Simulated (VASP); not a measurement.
# Ba: electric field gradients with r2SCAN

The system is Ba.

```
CELL_PARAMETERS angstrom
0.00000 3.25938 3.25938
3.25938 0.00000 3.25938
3.25938 3.25938 0.00000
ATOMIC_POSITIONS crystal
Ba 0.00000 0.00000 0.00000
```

This isn't the form of Ba at room conditions, which is bcc.

```yaml
Program: VASP 6.6.1
Task: electric field gradients
Functional: r2SCAN
Potentials_or_basis: VASP PAW PBE potentials, release 64 (Ba_sv)
Cutoff: 520 eV
k_mesh: 9 × 9 × 9
Occupations: fermi-dirac, width 0.05 eV
Spin: no spin polarisation
Dipole_correction: no
Further_INCAR_settings: ALGO = Normal; EDIFF = 1e-08; NBANDS = 11
```

```
Pressure                                : -0.2 GPa
Band gap on the k mesh                  : zero (bands 5 and 6 overlap by 0.08 eV)
Largest electric field gradient by atom : zero within the noise of the run
```

Levels at points of the mesh, in eV from the Fermi level:
| k point | band 2 | band 3 | band 4 | band 5 | band 6 | band 7 | band 8 | band 9 |
| --- | --- | --- | --- | --- | --- | --- | --- | --- |
| (0.00, 0.00, 0.00) | -14.77 | -14.77 | -14.77 | -2.96 | 1.86 | 1.86 | 1.86 | 3.32 |

Run time: 98 s on 1 thread of Intel(R) Xeon(R) Platinum 8259CL CPU @ 2.50GHz (Skylake/Cascade Lake), on a shared host, peak memory 0.22 GiB.

Caveat: the PAW data sets were made with another functional, which shifts forces and pressure a little; spin-orbit coupling is left out, which moves the levels of the heavy elements.
